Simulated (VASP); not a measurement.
# Hg (Fd-3m) in VASP: a series of runs

Runs on Hg. Level: PBE. Tasks: single point, relaxation of cell and atoms.

All numbers are computed with VASP 6.6.1; they aren't measurements. Logs are shortened: lines on timing, memory, paths and dates and some standing lists are left out, and cuts for length are marked.

**1. The cell of the first run**

It takes space group Fd-3m (No. 227, cubic). Conventional cell: a = 7.672 Å, b = 7.672 Å, c = 7.672 Å, α = 90.00°, β = 90.00°, γ = 90.00°. Hg (site symmetry -43m) has 4 Hg at 3.32 Å within 4.4 Å.

**2. Single point, PBE**

The input, INCAR:

```
PREC = Accurate
ENCUT = 520
EDIFF = 1E-6
ISMEAR = -1
SIGMA = 0.05
LREAL = False
LASPH = True
NELM = 60
ALGO = Normal
ISIF = 2
LWAVE = False
LCHARG = True
GGA = PE
LELF = True
LVHAR = True
NBANDS = 19
```

The input, KPOINTS:

```
Automatic mesh
0
Gamma
  11 11 11
```

The input, POSCAR:

```
Hg
1.0
    0.0000000000      3.8360864888      3.8360864888
    3.8360864888      0.0000000000      3.8360864888
    3.8360864888      3.8360864888      0.0000000000
Hg
2
Direct
   -0.1250000000     -0.1250000000     -0.1250000000
    0.1250000000      0.1250000000      0.1250000000
```

Potentials or basis: VASP PAW PBE potentials, release 64 (Hg).

Command:

```bash
> cat potpaw_PBE.64/Hg/POTCAR > POTCAR
> mpirun -np 1 vasp_std > vasp.out
```

OUTCAR:

```text
PREC = Accurate
   ENCUT = 520
   EDIFF = 1E-6
   ISMEAR = -1
   LREAL = False
   LASPH = True
   NELM = 60
   ISIF = 2
   GGA = PE

 ion  position               nearest neighbor table
   1  0.875  0.875  0.875-   2 3.32   2 3.32   2 3.32   2 3.32
   2  0.125  0.125  0.125-   1 3.32   1 3.32   1 3.32   1 3.32

  LATTYP: Found a face centered cubic cell.
 ALAT       =     7.6721729776

  Lattice vectors:

 A1 = (   0.0000000000,   3.8360864888,   3.8360864888)
 A2 = (   3.8360864888,   0.0000000000,   3.8360864888)
 A3 = (   3.8360864888,   3.8360864888,   0.0000000000)

Analysis of symmetry for initial positions (statically):
=====================================================================
 Subroutine PRICEL returns:
 Original cell was already a primitive cell.

 Routine SETGRP: Setting up the symmetry group for a
 face centered cubic supercell.

 Subroutine GETGRP returns: Found 48 space group operations
 (whereof 12 operations were pure point group operations)
 out of a pool of 48 trial point group operations.

The static configuration has the point symmetry D_3d.
 The point group associated with its full space group is O_h .

Analysis of symmetry for dynamics (positions and initial velocities):
=====================================================================
 Subroutine PRICEL returns:
 Original cell was already a primitive cell.

 Routine SETGRP: Setting up the symmetry group for a
 face centered cubic supercell.

 Subroutine GETGRP returns: Found 48 space group operations
 (whereof 12 operations were pure point group operations)
 out of a pool of 48 trial point group operations.

The dynamic configuration has the point symmetry D_3d.
 The point group associated with its full space group is O_h .

 Subroutine INISYM returns: Found 48 space group operations
 (whereof 12 operations are pure point group operations),
 and found     1 'primitive' translations

----------------------------------------------------------------------------------------

                                     Primitive cell

  volume of cell :     112.9003

  direct lattice vectors                    reciprocal lattice vectors
     0.000000000  3.836086489  3.836086489    -0.130341170  0.130341170  0.130341170
     3.836086489  0.000000000  3.836086489     0.130341170 -0.130341170  0.130341170
     3.836086489  3.836086489  0.000000000     0.130341170  0.130341170 -0.130341170

  length of vectors
     5.425045539  5.425045539  5.425045539     0.225757528  0.225757528  0.225757528

  position of ions in fractional coordinates (direct lattice)
     0.875000000  0.875000000  0.875000000
     0.125000000  0.125000000  0.125000000

  ion indices of the primitive-cell ions
   primitive index   ion index
                 1           1
                 2           2

----------------------------------------------------------------------------------------

 KPOINTS: Automatic mesh

Automatic generation of k-mesh.
 Grid dimensions read from file:
 generate k-points for:   11   11   11

 Generating k-lattice:

  Cartesian coordinates                     Fractional coordinates (reciprocal lattice)
    -0.011849197  0.011849197  0.011849197     0.090909091  0.000000000  0.000000000
     0.011849197 -0.011849197  0.011849197     0.000000000  0.090909091  0.000000000
     0.011849197  0.011849197 -0.011849197     0.000000000  0.000000000  0.090909091

  Length of vectors
     0.020523412  0.020523412  0.020523412

  Shift w.r.t. Gamma in fractional coordinates (k-lattice)
     0.000000000  0.000000000  0.000000000

 Subroutine IBZKPT returns following result:
 ===========================================

 Found     56 irreducible k-points:

 Following reciprocal coordinates:
            Coordinates               Weight
  0.000000  0.000000  0.000000      1.000000
  0.090909  0.000000  0.000000      8.000000
  0.181818  0.000000  0.000000      8.000000
  0.272727  0.000000  0.000000      8.000000
  0.363636  0.000000  0.000000      8.000000
  0.454545  0.000000  0.000000      8.000000
[... 16 lines left out ...]
 -0.272727  0.181818  0.000000     24.000000
 -0.181818  0.181818  0.000000     12.000000
 [... further k-points ...]
   k-points           NKPTS =     56   k-points in BZ     NKDIM =     56   number of bands    NBANDS=     19
   number of dos      NEDOS =    301   number of ions     NIONS =      2
   total plane-waves  NPLWV =  64000
   dimension x,y,z NGX =    40 NGY =   40 NGZ =   40
   dimension x,y,z NGXF=    80 NGYF=   80 NGZF=   80
   ions per type =               2
   NGX,Y,Z   is equivalent  to a cutoff of  12.26, 12.26, 12.26 a.u.
   NGXF,Y,Z  is equivalent  to a cutoff of  24.52, 24.52, 24.52 a.u.
 SYSTEM =  unknown system
   PREC   = accura    normal or accurate (medium, high low for compatibility)
   ISTART =      0    job   : 0-new  1-cont  2-samecut
   ICHARG =      2    charge: 1-file 2-atom 10-const
   ISPIN  =      1    spin polarized calculation?
   LNONCOLLINEAR =      F non collinear calculations
   LSORBIT =      F    spin-orbit coupling
   LASPH  =      T    aspherical Exc in radial PAW
   ENCUT  =  520.0 eV  38.22 Ry    6.18 a.u.  10.09 10.09 10.09*2*pi/ulx,y,z
   NELM   =     60;   NELMIN=  2; NELMDL= -5     # of ELM steps
   EDIFF  = 0.1E-05   stopping-criterion for ELM
   LREAL  =      F    real-space projection
[... 7 lines left out ...]
   TEBEG  =    0.0;   TEEND  =   0.0 temperature during run
   PSTRESS=    0.0 pullay stress
   NELECT =      24.0000    total number of electrons
   NUPDOWN=      -1.0000    fix difference up-down
   EMIN   =  10.00;   EMAX   =-10.00  energy-range for DOS
   EFERMI =   0.00;   METHOD = LEGACY
   ISMEAR =    -1;   SIGMA  =   0.05  broadening in eV -4-tet -1-fermi 0-gaus
   EFERMI_NEDOS =   21; number of points for ismear=-14 and -15
   IALGO  =     38    algorithm
   IMIX   =      4    mixing-type and parameters
     AMIX     =   0.40;   BMIX     =  1.00
     AMIX_MAG =   1.60;   BMIX_MAG =  1.00
  volume/ion in A,a.u.               =      56.45       380.94
  Fermi-wavevector in a.u.,A,eV,Ry     =   0.977043  1.846343 12.988289  0.954612
  Thomas-Fermi vector in A             =   2.107709
   LORBIT       =      0    0 simple, 1 ext, 2 COOP (PROOUT), +10 PAW based schemes
   GGA     = PE    functional components
   LHFCALC =     F    Hartree Fock is set to
   AEXX    =    0.0000 exact exchange contribution
   IVDW    =     0    specifies the selected vdW correction
   LEPSILON=     F    determine dielectric tensor
   LRPA    =     F    only Hartree local field effects (RPA)
 non-spin polarized calculation
  energy-cutoff  :      520.00
  volume of cell :      112.90
 maximum number of plane-waves:      3071
   NGX = 21   NGY = 21   NGZ = 21

 number of electron      24.0000001 magnetization

 Free energy of the ion-electron system (eV)
  ---------------------------------------------------
  ext. energy  EPLUGINS =         0.00000000
  ---------------------------------------------------
  free energy    TOTEN  =        -0.21604674 eV

  energy without entropy =       -0.21596839  energy(sigma->0) =       -0.21600757

 E-fermi :  -0.6123     XC(G=0):  -6.3488

 val. band max:       -0.7438924995   @ k =   0.0000   0.0000   0.0000
 cond. band min:      -0.2725361239   @ k =  -0.3636   0.3636   0.0000
 fundamental gap:      0.4713563756
 Fermi energy:        -0.6123350328

 k-point     1 :       0.0000    0.0000    0.0000
  band No.  band energies     occupation
      1      -7.5939      2.00000
      2      -7.5939      2.00000
      3      -7.5939      2.00000
      4      -7.5580      2.00000
      5      -7.5580      2.00000
      6      -7.1027      2.00000
[... 11 lines left out ...]
     18       3.9978      0.00000
     19       4.7183      0.00000

 k-point     2 :       0.0909    0.0000    0.0000
  band No.  band energies     occupation
      1      -7.6097      2.00000
      2      -7.6097      2.00000
      3      -7.5944      2.00000
      4      -7.5373      2.00000
      5      -7.5373      2.00000
      6      -7.1271      2.00000
[... 11 lines left out ...]
     18       4.1763      0.00000
     19       5.3382      0.00000

 k-point     3 :       0.1818    0.0000    0.0000
  band No.  band energies     occupation
      1      -7.6277      2.00000
      2      -7.6277      2.00000
      3      -7.5959      2.00000
      4      -7.5071      2.00000
      5      -7.5071      2.00000
      6      -7.1764      2.00000
[... 11 lines left out ...]
     18       4.5082      0.00000
     19       6.1696      0.00000

 k-point     4 :       0.2727    0.0000    0.0000
  band No.  band energies     occupation
      1      -7.6373      2.00000
      2      -7.6373      2.00000
      3      -7.5980      2.00000
      4      -7.4846      2.00000
      5      -7.4846      2.00000
      6      -7.2237      2.00000
[... 11 lines left out ...]
     18       5.2626      0.00000
     19       6.1802      0.00000

 k-point     5 :       0.3636    0.0000    0.0000
  band No.  band energies     occupation
      1      -7.6395      2.00000
      2      -7.6395      2.00000
      3      -7.6001      2.00000
      4      -7.4743      2.00000
      5      -7.4743      2.00000
      6      -7.2586      2.00000
[... 11 lines left out ...]
     18       5.9251      0.00000
     19       6.2795      0.00000

 k-point     6 :       0.4545    0.0000    0.0000
  band No.  band energies     occupation
      1      -7.6386      2.00000
      2      -7.6386      2.00000
      3      -7.6014      2.00000
      4      -7.4723      2.00000
      5      -7.4723      2.00000
      6      -7.2770      2.00000
[... 11 lines left out ...]
     18       5.8086      0.00000
     19       7.3821      0.00000

 k-point     7 :       0.0909    0.0909    0.0000
  band No.  band energies     occupation
      1      -7.6214      2.00000
      2      -7.5991      2.00000
      3      -7.5991      2.00000
      4      -7.5469      2.00000
      5      -7.5179      2.00000
      6      -7.1652      2.00000
[... 11 lines left out ...]
     18       4.4861      0.00000
     19       5.4104      0.00000

 k-point     8 :       0.1818    0.0909    0.0000
  band No.  band energies     occupation
      1      -7.6380      2.00000
      2      -7.6116      2.00000
      3      -7.6019      2.00000
      4      -7.5246      2.00000
      5      -7.4869      2.00000
      6      -7.2120      2.00000
[... 256 lines left out ...]
 k-point    20 :       0.4545    0.1818    0.0000
  band No.  band energies     occupation
      1      -7.6785      2.00000
      2      -7.6410      2.00000
      3      -7.5870      2.00000
      4      -7.4406      2.00000
      5      -7.4067      2.00000
      6      -7.3418      2.00000
[... 11 lines left out ...]
     18       5.7528      0.00000
     19       7.4397      0.00000

 k-point    21 :      -0.4545    0.1818    0.0000
  band No.  band energies     occupation
      1      -7.6824      2.00000
      2      -7.6507      2.00000
      3      -7.5690      2.00000
      4      -7.4258      2.00000
      5      -7.4199      2.00000
      6      -7.3357      2.00000
[... 11 lines left out ...]
     18       6.1223      0.00000
     19       7.5848      0.00000

 k-point    22 :      -0.3636    0.1818    0.0000
  band No.  band energies     occupation
      1      -7.6769      2.00000
      2      -7.6595      2.00000
      3      -7.5589      2.00000
      4      -7.4536      2.00000
      5      -7.4058      2.00000
      6      -7.3185      2.00000
[... 11 lines left out ...]
     18       6.1398      0.00000
     19       7.2711      0.00000

 k-point    23 :      -0.2727    0.1818    0.0000
  band No.  band energies     occupation
      1      -7.6638      2.00000
      2      -7.6620      2.00000
      3      -7.5639      2.00000
      4      -7.4782      2.00000
      5      -7.4097      2.00000
      6      -7.2906      2.00000
[... 11 lines left out ...]
     18       5.4046      0.00000
     19       7.2531      0.00000

 k-point    24 :      -0.1818    0.1818    0.0000
  band No.  band energies     occupation
      1      -7.6602      2.00000
      2      -7.6407      2.00000
      3      -7.5816      2.00000
      4      -7.4946      2.00000
      5      -7.4361      2.00000
      6      -7.2560      2.00000
[... 11 lines left out ...]
     18       5.2434      0.00000
     19       7.0355      0.00000

 [... further k-points ...]
[... 5 lines left out ...]
  --------------------------------------------------------------------------------------
  -------------------------------------------------------------------------------------
  Total       -0.0093473     -0.0093473     -0.0093473      0.0000000      0.0000000     -0.0000000
  in kB       -0.1326488     -0.1326488     -0.1326488      0.0000000      0.0000000     -0.0000000
  external PRESSURE =      -0.1326488 kB  Pullay stress =       0.0000000 kB

 VOLUME and BASIS-vectors are now :
 -----------------------------------------------------------------------------
  energy-cutoff  :      520.00
  volume of cell :      112.90
      direct lattice vectors                 reciprocal lattice vectors
     0.000000000  3.836086489  3.836086489    -0.130341170  0.130341170  0.130341170
     3.836086489  0.000000000  3.836086489     0.130341170 -0.130341170  0.130341170
     3.836086489  3.836086489  0.000000000     0.130341170  0.130341170 -0.130341170

 POSITION                                       TOTAL-FORCE (eV/Angst)
 -----------------------------------------------------------------------------------
      6.71315      6.71315      6.71315         0.000000      0.000000      0.000000
      0.95902      0.95902      0.95902        -0.000000     -0.000000     -0.000000
 -----------------------------------------------------------------------------------
    total drift:                                0.000000      0.000000     -0.000000

  FREE ENERGIE OF THE ION-ELECTRON SYSTEM (eV)
  ---------------------------------------------------
  free  energy   TOTEN  =        -0.2160467403 eV

  energy  without entropy=       -0.2159683920  energy(sigma->0) =       -0.21600757
```

Run time: 68 s. Hardware: 1 thread of Intel Xeon 6975P-C, shared host; peak memory 0.29 GiB.

What came out:

```yaml
Free_energy: -0.2160 eV
Pressure: 0.0 GPa
Band_gap_on_the_k_mesh: 0.47 eV (least direct gap 2.92 eV)
```

Caveat: spin-orbit coupling is left out, which moves the levels of the heavy elements; an odd mesh through Γ misses points on the zone boundary, where band edges can lie.

**3. Single point, PBE**

The input, INCAR:

```
SYSTEM = Hg
  PREC = Accurate
  ENCUT = 520
  EDIFF = 1E-6
  ISMEAR = -1
  SIGMA = 0.05
  LREAL = .False.
  LASPH = .True.
  NELM = 100
  ALGO = Normal
  ISIF = 2
  LWAVE = .False.
  LCHARG = .True.
  GGA = PE
  LELF = .True.
  LVHAR = .True.
  NBANDS = 19
```

The input, KPOINTS:

```
Automatic mesh
0
Gamma
  11 11 11
  0 0 0
```

POSCAR is that of step 2.

Potentials or basis: VASP PAW PBE potentials, release 64 (Hg).

Command:

```bash
> cat potpaw_PBE.64/Hg/POTCAR > POTCAR
> mpirun -np 1 vasp_std > vasp.out
```

It took 72 s on 1 thread of Intel Xeon 6975P-C, shared host; peak memory 0.29 GiB.

The run converged. Its results:

```
Free energy            : -0.2160 eV
Pressure               : 0.0 GPa
Band gap on the k mesh : 0.47 eV (least direct gap 2.92 eV)
```

Levels at points of the mesh, in eV from the valence-band top:
```tsv
k point	band 10	band 11	band 12	band 13	band 14	band 15
(0.00, 0.00, 0.00)	-6.28	-5.83	0.00	3.45	3.45	3.45
```

Caveat: spin-orbit coupling is left out, which moves the levels of the heavy elements; an odd mesh through Γ misses points on the zone boundary, where band edges can lie.

**4. Relaxation of cell and atoms, PBE**

This run uses another cell than the first one, of 36.94 Å³/atom.

The input, INCAR:

```
SYSTEM = Hg
ALGO = Normal ; EDIFF = 1E-6
EDIFFG = -0.005 ; ENCUT = 600
GGA = PE ; IBRION = 2
ISIF = 3 ; ISMEAR = -1
LASPH = .True. ; LCHARG = .False.
LREAL = .False. ; LWAVE = .False.
NELM = 100 ; NSW = 60
PREC = Accurate ; SIGMA = 0.05
```

The input, KPOINTS:

```
k-points
0
Gamma
  11 11 11
  0 0 0
```

The input, POSCAR:

```
Hg
1.0
    0.0000000000      3.3303445432      3.3303445432
    3.3303445432      0.0000000000      3.3303445432
    3.3303445432      3.3303445432      0.0000000000
Hg
2
Direct
   -0.1250000000     -0.1250000000     -0.1250000000
    0.1250000000      0.1250000000      0.1250000000
```

Command:

```bash
> cat potpaw_PBE.64/Hg/POTCAR > POTCAR
> mpirun -np 1 vasp_std > vasp.out
```

Wall time 6 min (1 thread of Intel Xeon 6975P-C, shared host); peak memory 0.29 GiB.

The run converged. Its results:

```yaml
Free_energy: -0.2074 eV
Relaxed_volume: 57.17 Å³/atom
Relaxed_cell: a = 5.448 Å, b = 5.448 Å, c = 5.448 Å, α = 60.00°, β = 60.00°, γ = 60.00°
Space_group_after_relaxing_to_0.1_Å: Fd-3m (No. 227)
Energy_gained_by_relaxing: 67.1 meV/atom
Ionic_steps: 7
Pressure_after_relaxing: 0.0 GPa
Band_gap_on_the_k_mesh: 0.55 eV (least direct gap 2.95 eV)
```

The path:
| step | energy change (eV) | largest force (eV/Å) | pressure (GPa) | volume (Å³) |
| --- | --- | --- | --- | --- |
| 1 | 0.0000 | 0.0000 | 2.33 | 73.87 |
| 2 | -0.0613 | 0.0000 | 1.23 | 79.78 |
| 3 | -0.1025 | 0.0000 | 0.39 | 88.11 |
| 4 | -0.1309 | 0.0000 | 0.14 | 106.46 |
| 5 | -0.0950 | 0.0000 | -0.32 | 150.47 |
| 6 | -0.1341 | 0.0000 | -0.03 | 115.98 |
| 7 | -0.1342 | 0.0000 | 0.00 | 114.34 |

Final structure:
```
Hg
1.0
     0.00000    3.85232    3.85232
     3.85232    0.00000    3.85232
     3.85232    3.85232    0.00000
Hg
2
Direct
  0.87500 0.87500 0.87500
  0.12500 0.12500 0.12500
```

Levels at points of the mesh, in eV from the valence-band top:
```tsv
k point	band 8	band 9	band 10	band 11	band 12	band 13	band 14	band 15	band 16
(0.00, 0.00, 0.00)	-6.29	-6.21	-6.21	-5.73	0.00	3.48	3.48	3.48	4.77
```

Caveat: the volume moved by over 15 % at a fixed basis, so the end points are rough; spin-orbit coupling is left out, which moves the levels of the heavy elements; an odd mesh through Γ misses points on the zone boundary, where band edges can lie.
